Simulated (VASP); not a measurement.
# TaInS3: single point with PBE

TaInS3:

```
Ta In S
1.0
    -3.32036    3.32036    4.93224
     3.32036   -3.32036    4.93224
     3.32036    3.32036   -4.93224
Ta In S
2 2 6
Direct
  0.50000 0.50000 0.00000
  0.00000 0.00000 0.00000
  0.75000 0.25000 0.50000
  0.25000 0.75000 0.50000
  0.31971 0.81971 0.13943
  0.81971 0.68029 0.50000
  0.75000 0.75000 0.00000
  0.68029 0.18029 0.86057
  0.18029 0.31971 0.50000
  0.25000 0.25000 0.00000
```

- Program: VASP 6.6.1
- Task: single point
- Functional: PBE
- Potentials or basis: VASP PAW PBE potentials, release 64 (Ta_pv, In_d, S)
- Cutoff: 520 eV
- k mesh: 8 × 8 × 8
- Occupations: gaussian, width 0.1 eV
- Spin: no spin polarisation

| Item | Value |
| --- | --- |
| Pressure | 0.0 GPa |
| Largest force | 0.004 eV/Å |
| Band gap on the k mesh | zero (band 42 reaches 5.40 eV, above the bottom of band 43 at 4.80 eV) |

Forces on the atoms (eV/Å):
```
Ta   0.000  0.000  0.000
Ta   0.000  0.000  0.000
In   0.000  0.000  0.000
In   0.000  0.000  0.000
S    0.003  0.003  0.000
S   -0.003  0.003  0.000
S    0.000  0.000  0.000
S   -0.003 -0.003  0.000
S    0.003 -0.003  0.000
S    0.000  0.000  0.000
```

Levels at points of the mesh, in eV from the Fermi level:
| k point | band 40 | band 41 | band 42 | band 43 | band 44 | band 45 |
| --- | --- | --- | --- | --- | --- | --- |
| (0.00, 0.00, 0.00) | -0.84 | -0.84 | -0.30 | -0.25 | 0.03 | 0.03 |
| (0.50, 0.00, 0.00) | -1.42 | -0.73 | -0.73 | 0.99 | 0.99 | 1.35 |
| (0.50, 0.50, 0.00) | -1.18 | -0.50 | -0.47 | 0.41 | 1.07 | 1.20 |
| (0.50, 0.50, 0.50) | -0.85 | -0.85 | -0.29 | 0.48 | 1.03 | 1.59 |

It took 30 min on 1 thread of Intel(R) Xeon(R) Platinum 8488C (Sapphire Rapids), with other jobs on the host, peak memory 0.77 GiB.

Caveat: spin-orbit coupling is left out, which moves the levels of the heavy elements.
